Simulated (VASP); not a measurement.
# BN (Pm) in VASP: a series of runs, part 3 of 3

VASP 6.6.1.

### 4 Single point, PBE+D3(BJ) (atoms displaced along a vibrational mode, the cell strained)

INCAR reads:

```
ALGO = Normal
EDIFF = 1E-6
ENCUT = 520
GGA = PE
ISIF = 2
ISMEAR = 1
IVDW = 12
LASPH = True
LCHARG = False
LREAL = False
LWAVE = False
NBANDS = 16
NELM = 60
PREC = Accurate
SIGMA = 0.05
```

KPOINTS reads:

```
k-points
0
Gamma
  12 12 4
```

POSCAR reads:

```
BN
1.0
    2.5645052117      0.0000000000      0.0000000000
   -1.2822526059      2.1703573356      0.0000000000
    0.0000000000      0.0000000000      6.5923998870
B N
2 2
Direct
   -0.1728768184      0.0000000000      0.5000000000
    0.5065098970      0.6666666667      0.0000000000
    0.1723419976      0.0000000000      0.0000000000
    0.4940933386      0.3333333333      0.5000000000
```

Potentials or basis: VASP PAW PBE potentials, release 64 (B, N).

Run with:

```bash
$ cat potpaw_PBE.64/B/POTCAR potpaw_PBE.64/N/POTCAR > POTCAR
$ mpirun -np 1 vasp_std > vasp.out
```

OUTCAR:

```text
EDIFF = 1E-6
   ENCUT = 520
   GGA = PE
   ISIF = 2
   ISMEAR = 1
   IVDW = 12
   LASPH = True
   LREAL = False
   NELM = 60
   PREC = Accurate
 IVDW          = 12

 ion  position               nearest neighbor table
   1  0.827  0.000  0.500-   4 1.45   4 1.47   4 1.47
   2  0.507  0.667  0.000-   3 1.45   3 1.47   3 1.47
   3  0.172  0.000  0.000-   2 1.45   2 1.47   2 1.47
   4  0.494  0.333  0.500-   1 1.45   1 1.47   1 1.47

  Warning from LATTYP: Monoclinic adjustment (A1->A3, A2->A1, A3->A2)!
  LATTYP: Found a base centered orthorhombic cell.
 ALAT       =     2.5645052117
 B/A-ratio  =     1.6926129264
 C/A-ratio  =     2.5706322830

  Lattice vectors:

 A1 = (   1.2822526059,  -2.1703573356,   0.0000000000)
 A2 = (   1.2822526058,   2.1703573356,   0.0000000000)
 A3 = (   0.0000000000,   0.0000000000,   6.5923998870)

Analysis of symmetry for initial positions (statically):
=====================================================================
 Subroutine PRICEL returns:
 Original cell was already a primitive cell.

 Routine SETGRP: Setting up the symmetry group for a
 base centered orthorhombic supercell.

 Subroutine GETGRP returns: Found  2 space group operations
 (whereof  2 operations were pure point group operations)
 out of a pool of  8 trial point group operations.

The static configuration has the point symmetry C_1h.

Analysis of symmetry for dynamics (positions and initial velocities):
=====================================================================
 Subroutine PRICEL returns:
 Original cell was already a primitive cell.

 Routine SETGRP: Setting up the symmetry group for a
 base centered orthorhombic supercell.

 Subroutine GETGRP returns: Found  2 space group operations
 (whereof  2 operations were pure point group operations)
 out of a pool of  8 trial point group operations.

The dynamic configuration has the point symmetry C_1h.

 Subroutine INISYM returns: Found  2 space group operations
 (whereof  2 operations are pure point group operations),
 and found     1 'primitive' translations

----------------------------------------------------------------------------------------

                                     Primitive cell

  volume of cell :      36.6926

  direct lattice vectors                    reciprocal lattice vectors
     2.564505212  0.000000000  0.000000000     0.389938767  0.230376810  0.000000000
    -1.282252606  2.170357336  0.000000000     0.000000000  0.460753620  0.000000000
     0.000000000  0.000000000  6.592399887     0.000000000  0.000000000  0.151689827

  length of vectors
     2.564505212  2.520837700  6.592399887     0.452908066  0.460753620  0.151689827

  position of ions in fractional coordinates (direct lattice)
     0.827123182  0.000000000  0.500000000
     0.506509897  0.666666667  0.000000000
     0.172341998  0.000000000  0.000000000
     0.494093339  0.333333333  0.500000000

  ion indices of the primitive-cell ions
   primitive index   ion index
                 1           1
                 2           2
                 3           3
                 4           4

----------------------------------------------------------------------------------------

 KPOINTS: k-points

Automatic generation of k-mesh.
[... 25 lines left out ...]
  0.083333 -0.083333  0.000000      2.000000
  0.166667  0.000000  0.000000      2.000000
  0.166667 -0.166667  0.000000      2.000000
  0.250000  0.000000  0.000000      2.000000
[... 16 lines left out ...]
  0.416667  0.083333  0.000000      2.000000
  0.416667  0.500000  0.000000      2.000000
 [... further k-points ...]
   k-points           NKPTS =    222   k-points in BZ     NKDIM =    222   number of bands    NBANDS=     16
   number of dos      NEDOS =    301   number of ions     NIONS =      4
   total plane-waves  NPLWV =  20000
   dimension x,y,z NGX =    20 NGY =   20 NGZ =   50
   dimension x,y,z NGXF=    40 NGYF=   40 NGZF=  100
   ions per type =               2   2
   NGX,Y,Z   is equivalent  to a cutoff of  12.97, 13.19, 12.61 a.u.
   NGXF,Y,Z  is equivalent  to a cutoff of  25.93, 26.38, 25.22 a.u.
 SYSTEM =  unknown system
   PREC   = accura    normal or accurate (medium, high low for compatibility)
   ISTART =      0    job   : 0-new  1-cont  2-samecut
   ICHARG =      2    charge: 1-file 2-atom 10-const
   ISPIN  =      1    spin polarized calculation?
   LNONCOLLINEAR =      F non collinear calculations
   LSORBIT =      F    spin-orbit coupling
   LASPH  =      T    aspherical Exc in radial PAW
   ENCUT  =  520.0 eV  38.22 Ry    6.18 a.u.   4.77  4.69 12.26*2*pi/ulx,y,z
   NELM   =     60;   NELMIN=  2; NELMDL= -5     # of ELM steps
   EDIFF  = 0.1E-05   stopping-criterion for ELM
   LREAL  =      F    real-space projection
   EDIFFG = 0.1E-04   stopping-criterion for IOM
   NSW    =      0    number of steps for IOM
   IBRION =     -1    ionic relax: 0-MD 1-quasi-New 2-CG
   NFREE  =      0    steps in history (QN), initial steepest desc. (CG)
   ISIF   =      2    stress and relaxation
   ISYM   =      2    0-nonsym 1-usesym 2-fastsym
   POTIM  = 0.5000    time-step for ionic-motion
   TEBEG  =    0.0;   TEEND  =   0.0 temperature during run
   PSTRESS=    0.0 pullay stress
   NELECT =      16.0000    total number of electrons
   NUPDOWN=      -1.0000    fix difference up-down
   EMIN   =  10.00;   EMAX   =-10.00  energy-range for DOS
   EFERMI =   0.00;   METHOD = LEGACY
   ISMEAR =     1;   SIGMA  =   0.05  broadening in eV -4-tet -1-fermi 0-gaus
   EFERMI_NEDOS =   21; number of points for ismear=-14 and -15
   IALGO  =     38    algorithm
   IMIX   =      4    mixing-type and parameters
     AMIX     =   0.40;   BMIX     =  1.00
     AMIX_MAG =   1.60;   BMIX_MAG =  1.00
  volume/ion in A,a.u.               =       9.17        61.90
  Fermi-wavevector in a.u.,A,eV,Ry     =   1.241429  2.345961 20.968578  1.541147
  Thomas-Fermi vector in A             =   2.375828
   LORBIT       =      0    0 simple, 1 ext, 2 COOP (PROOUT), +10 PAW based schemes
   GGA     = PE    functional components
   LHFCALC =     F    Hartree Fock is set to
   AEXX    =    0.0000 exact exchange contribution
   IVDW    =    12    specifies the selected vdW correction
   LEPSILON=     F    determine dielectric tensor
   LRPA    =     F    only Hartree local field effects (RPA)
 non-spin polarized calculation
 Methfessel and Paxton  Order N= 1 SIGMA  =   0.05
  energy-cutoff  :      520.00
  volume of cell :       36.69
 maximum number of plane-waves:      1003
   NGX =  9   NGY =  9   NGZ = 25

 number of electron      15.9999997 magnetization

 Free energy of the ion-electron system (eV)
  ---------------------------------------------------
  ext. energy  EPLUGINS =         0.00000000
  ---------------------------------------------------
  free energy    TOTEN  =       -35.08329966 eV

  energy without entropy =      -35.08331408  energy(sigma->0) =      -35.08330447

 E-fermi :   2.5135     XC(G=0): -10.0460

 val. band max:        2.4729619788   @ k =   0.3333   0.3333   0.0000
 cond. band min:       5.7638452546   @ k =   0.5000   0.5000   0.0000
 fundamental gap:      3.2908832757
 Fermi energy:         2.5134942438

 k-point     1 :       0.0000    0.0000    0.0000
  band No.  band energies     occupation
      1     -15.4147      2.00000
      2     -15.1011      2.00000
      3      -3.8870      2.00000
      4      -1.6729      2.00000
      5       0.7696      2.00000
      6       0.7801      2.00000
[... 433 lines left out ...]
      3      -6.5099      2.00000
      4      -6.2185      2.00000
      5      -2.1519      2.00000
      6      -2.0905      2.00000
[... 8 lines left out ...]
     15      16.6219      0.00000
     16      20.0487      0.00000

 [... further k-points ...]

------------------------ aborting loop because EDIFF is reached ----------------------------------------

 Edisp (eV)   -0.55585

 E8    (eV) :    -0.1630

  FORCE on cell =-STRESS in cart. coord.  units (eV):
  Direction    XX          YY          ZZ          XY          YZ          ZX
  --------------------------------------------------------------------------------------
  -------------------------------------------------------------------------------------
  Total      -4.62594    -0.80714     0.27417     0.08273     0.00000     0.00000
  in kB    -201.99106   -35.24386    11.97146     3.61218     0.00000     0.00000
  external pressure =      -75.09 kB  Pullay stress =        0.00 kB

 VOLUME and BASIS-vectors are now :
 -----------------------------------------------------------------------------
  energy-cutoff  :      520.00
  volume of cell :       36.69
      direct lattice vectors                 reciprocal lattice vectors
     2.564505212  0.000000000  0.000000000     0.389938767  0.230376810  0.000000000
    -1.282252606  2.170357336  0.000000000     0.000000000  0.460753620  0.000000000
     0.000000000  0.000000000  6.592399887     0.000000000  0.000000000  0.151689827

 POSITION                                       TOTAL-FORCE (eV/Angst)
 -----------------------------------------------------------------------------------
      2.12116      0.00000      3.29620         0.034644      0.215995      0.000000
      0.44411      1.44690      0.00000        -0.055978      0.245626      0.000000
      0.44197      0.00000      0.00000         0.018922     -0.312318      0.000000
      0.83969      0.72345      3.29620         0.002412     -0.149303      0.000000
 -----------------------------------------------------------------------------------
    total drift:                               -0.000330     -0.000553     -0.000000

  FREE ENERGIE OF THE ION-ELECTRON SYSTEM (eV)
  ---------------------------------------------------
  free  energy   TOTEN  =       -35.6391516726 eV

  energy  without entropy=      -35.6391660919  energy(sigma->0) =      -35.63915648
```

OSZICAR:

```text
N       E                     dE             d eps       ncg     rms          rms(c)
DAV:   1     0.380149174282E+02    0.38015E+02   -0.74608E+03  7112   0.900E+02
DAV:   2    -0.355781306879E+02   -0.73593E+02   -0.67536E+02  9736   0.209E+02
DAV:   3    -0.383898336503E+02   -0.28117E+01   -0.28010E+01  9296   0.393E+01
DAV:   4    -0.384071121428E+02   -0.17278E-01   -0.17275E-01  8864   0.346E+00
DAV:   5    -0.384072764294E+02   -0.16429E-03   -0.16428E-03  9160   0.323E-01    0.109E+01
DAV:   6    -0.353920127746E+02    0.30153E+01   -0.50162E+00  9120   0.173E+01    0.487E+00
DAV:   7    -0.351572886722E+02    0.23472E+00   -0.50518E-01  9880   0.529E+00    0.309E+00
DAV:   8    -0.350869249616E+02    0.70364E-01   -0.21970E-01  9568   0.312E+00    0.456E-01
DAV:   9    -0.350823941627E+02    0.45308E-02   -0.14151E-02  8344   0.963E-01    0.188E-01
DAV:  10    -0.350832046735E+02   -0.81051E-03   -0.12800E-03  8736   0.271E-01    0.360E-02
DAV:  11    -0.350832822694E+02   -0.77596E-04   -0.81070E-05  8768   0.734E-02    0.222E-02
DAV:  12    -0.350832994605E+02   -0.17191E-04   -0.28761E-05  8040   0.374E-02    0.241E-03
DAV:  13    -0.350832996610E+02   -0.20055E-06   -0.54584E-07  8080   0.672E-03
   1 F= -.35639152E+02 E0= -.35639156E+02  d E =0.144193E-04
```

Wall time 85 s (1 thread of AMD EPYC 7R13, shared host); peak memory 0.21 GiB.

What came out:

```yaml
Free_energy: -35.6392 eV
Pressure: -7.5 GPa
Largest_force: 0.313 eV/Å
Band_gap_on_the_k_mesh: 3.29 eV (least direct gap 3.65 eV)
Dispersion_energy_per_atom: -0.139 eV
```

Forces in eV/Å, atoms in the order of the input:
```
B    0.035  0.216  0.000
B   -0.056  0.246  0.000
N    0.019 -0.312  0.000
N    0.002 -0.149  0.000
```

Caveat: the cell differs from its parent crystal (atoms displaced along a vibrational mode, the cell strained); the stress differs along the axes, from -20 to 1 GPa. A k mesh can miss the band edges.

### 5 Summary

| cell | gap on the mesh (eV) | pressure (GPa) | largest force (eV/Å) |
| --- | --- | --- | --- |
| a = 2.506, b = 2.506, c = 6.592 Å, angles 90.0, 90.0, 120.0°, 4 atoms, atomic positions A | 3.40 | 0.3 | 0.09 |
| a = 2.506, b = 2.506, c = 6.592 Å, angles 90.0, 90.0, 120.0°, 4 atoms, atomic positions B | 3.49 | 0.2 | 0.06 |
| a = 2.565, b = 2.521, c = 6.592 Å, angles 90.0, 90.0, 120.6°, 4 atoms, atomic positions A | 3.29 | -7.5 | 0.31 |

Alike in all rows: task single point; level PBE+D3(BJ); potentials or basis VASP PAW PBE potentials, release 64 (B, N); no spin polarisation; k mesh 12 × 12 × 4; cutoff (eV) 520; smearing methfessel-paxton 0.05 eV.

Caveats: the stress differs along the axes, from -20 to 1 GPa (at least some runs).

Total energies depend on the potentials used, so only differences within one code and one set of settings carry meaning.
